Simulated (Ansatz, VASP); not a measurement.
**Ge: VASP beside Ansatz**

INCAR

```
SYSTEM = Ge
  ALGO = Normal
  EDIFF = 1E-7
  ENCUT = 520
  GGA = PS
  ISIF = 2
  ISMEAR = 0
  LASPH = .TRUE.
  LCHARG = .TRUE.
  LELF = .TRUE.
  LREAL = .FALSE.
  LVHAR = .TRUE.
  LWAVE = .FALSE.
  NBANDS = 21
  NELM = 60
  PREC = Accurate
  SIGMA = 0.15
```

KPOINTS

```
k-points
0
G
  14 14 14
  0 0 0
```

Contents of POSCAR:

```
Ge
1.0
    0.0000000000      2.9088082301      2.9088082301
    2.9088082301      0.0000000000      2.9088082301
    2.9088082301      2.9088082301      0.0000000000
Ge
2
Direct
    0.5000000000      0.5000000000      0.5000000000
    0.7500000000      0.7500000000      0.7500000000
```

Input for Ansatz:

```yaml
crystal:
  lattice:
    - [0.0, 2.9088082301, 2.9088082301]
    - [2.9088082301, 0.0, 2.9088082301]
    - [2.9088082301, 2.9088082301, 0.0]
  atoms:
    - { symbol: Ge, position: [0.5, 0.5, 0.5] }
    - { symbol: Ge, position: [0.75, 0.75, 0.75] }
basis:
  ecutwfc: 420
kpoints:
  mp_grid: { grid: [14, 14, 14] }
hamiltonian:
  xc: pbesol
  pseudopotentials: { kind: paw, azcp: { folder: soft_1 } }
scf:
  occupations: { method: gaussian, width: 0.15 }
output:
  forces: true
  stress: true
  eigenvalues: true
```

Change from the starting cell: mode 4 frozen in at +0.000 Å, equal normal strain along x, y and z +0.0250.

Alike in both runs: task single point; functional PBEsol; k mesh 14 × 14 × 14; occupations gaussian, width 0.15 eV; no spin polarisation.

|  | VASP | Ansatz |
| --- | --- | --- |
| version | VASP 6.6.1 | Ansatz 0.2.0 |
| potentials or method | VASP PAW PBE potentials, release 64 (Ge_d), cutoff 520 eV | scalar-relativistic, plane waves, PAW |
| valence electrons in the cell | 28 | 28 |

Ansatz gave:

| Property | Result |
| --- | --- |
| gap on the k mesh at the Fermi level (eV) | none |
| pressure (GPa) | -4.1 |

Q: Estimate VASP's values.

A: gap on the k mesh at the Fermi level (eV): none; pressure (GPa): -4.2.

VASP's potentials were made for PBE, not for PBEsol, and Ansatz warns of the same on its side. A gap of «none» marks a metal or a gap that the smearing closes. With one functional, cell and mesh, what is left measures potentials, basis and numerics.
